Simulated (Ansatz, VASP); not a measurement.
# One calculation of NaI, two programs

```
Na I
1.0
     0.00000    3.23640    3.23640
     3.23640    0.00000    3.23640
     3.23640    3.23640    0.00000
Na I
1 1
Direct
  0.00000 0.00000 0.00000
  0.50000 0.50000 0.50000
```

Alike in both runs: task electric field gradients; functional PBE; k mesh 7 × 7 × 7; occupations fermi-dirac, width 0.01 eV; no spin polarisation.

```csv
,VASP,Ansatz
version,VASP 6.6.1,Ansatz 0.2.0
potentials or method,"VASP PAW PBE potentials, release 64 (Na_pv, I), cutoff 520 eV","all-electron PAW with datasets made for the crystal, scalar-relativistic"
```

|  | VASP | Ansatz | Ansatz less VASP |
| --- | --- | --- | --- |
| gap on the k mesh at the Fermi level (eV) | 3.64 | 3.64 | +0.004 |
| pressure (GPa) | 0.4 | 0.4 | 0.00 |

Ansatz ran all-electron here, and VASP with PAW potentials.

Neither program's run includes spin-orbit coupling.
